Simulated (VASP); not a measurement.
Write the native input for VASP 6.6.1 that does the following.

| Property | Result |
| --- | --- |
| Task | single point |
| Functional | PBE |
| Potentials or basis | VASP PAW PBE potentials, release 64 (Be, Se) |
| Cutoff | 520 eV |
| k mesh | 8 × 8 × 8 |
| Occupations | gaussian, width 0.02 eV |
| Spin | no spin polarisation |
| Dipole correction | no |
| Further INCAR settings | ALGO = Normal; EDIFF = 1e-06; NBANDS = 12 |

The structure of Be2Se lies in POSCAR:

```
Be2Se
1.0
   -2.3917673363      2.3917673363      3.0322016955
    2.3917673363     -2.3917673363      3.0322016955
    2.3917673363      2.3917673363     -3.0322016955
Be Se
2 1
Direct
    0.6636638280      0.6636638280      0.0000000000
    0.3363361720      0.3363361720      0.0000000000
    0.0000000000      0.0000000000      0.0000000000
```

One way to write it, as run:

INCAR

```
PREC     = Accurate       # precision mode
ENCUT    = 520            # plane-wave cutoff, eV
EDIFF    = 1E-6           # SCF threshold, eV
ISMEAR   = 0              # smearing method
SIGMA    = 0.02           # smearing width, eV
LREAL    = F              # projectors in reciprocal space
LASPH    = T              # aspherical terms in the spheres
NELM     = 60             # most SCF steps
ALGO     = Normal         # electronic algorithm
ISIF     = 2              # what is computed and relaxed
LWAVE    = F              # write WAVECAR
LCHARG   = F              # write CHGCAR
GGA      = PE             # functional
NBANDS   = 12             # bands
```

KPOINTS

```
Automatic mesh
0
Gamma
  8 8 8
```

Potentials or basis: VASP PAW PBE potentials, release 64 (Be, Se).

The run is started by

```sh
$ cat potpaw_PBE.64/Be/POTCAR potpaw_PBE.64/Se/POTCAR > POTCAR
$ mpirun -np 1 vasp_std > vasp.out
```

It gave:

The pressure is 0.1 GPa, the largest force is 0.026 eV/Å and the band gap on the k mesh is 0.79 eV, direct.

Wall time 17 s on 1 thread of Intel(R) Xeon(R) 6975P-C (Granite Rapids), with other jobs on the host, peak memory 0.23 GiB.
